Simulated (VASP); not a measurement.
Runs of VASP 6.6.1 on F. The structure is that of space group Im-3m (No. 229), or close to it. The cells are those of the table. 

| spin | cell | gap on the mesh (eV) | pressure (GPa) |
| --- | --- | --- | --- |
| non-collinear, zero start, SOC | a = 1.755 Å, angles 109.5°, 1 atom | - | 425.2 |
| off | a = 2.290 Å, angles 109.5°, 1 atom | none | (b) |
| off | a = 1.755 Å, angles 109.5°, 1 atom | none | (a) |
| off | a = 1.931 Å, angles 109.5°, 1 atom | none | 135.9 |
| off | a = 2.160 Å, angles 109.5°, 1 atom | none | 18.4 |

Alike in all rows: task single point; level PBEsol; potentials or basis VASP PAW PBE potentials, release 64 (F); k mesh 20 × 20 × 20; cutoff (eV) 520; smearing fermi-dirac 0.1 eV.

Problem. Fill in the values left out.

Solution. (a) 425.3; (b) -0.9.

Caveats: the PAW data sets were made with another functional, which shifts forces and pressure a little; an odd number of electrons without spin polarisation forces a metal (some runs); a magnetic or distorted state may lie lower (some runs).

A gap of «none» marks levels without a gap at the run's occupations.
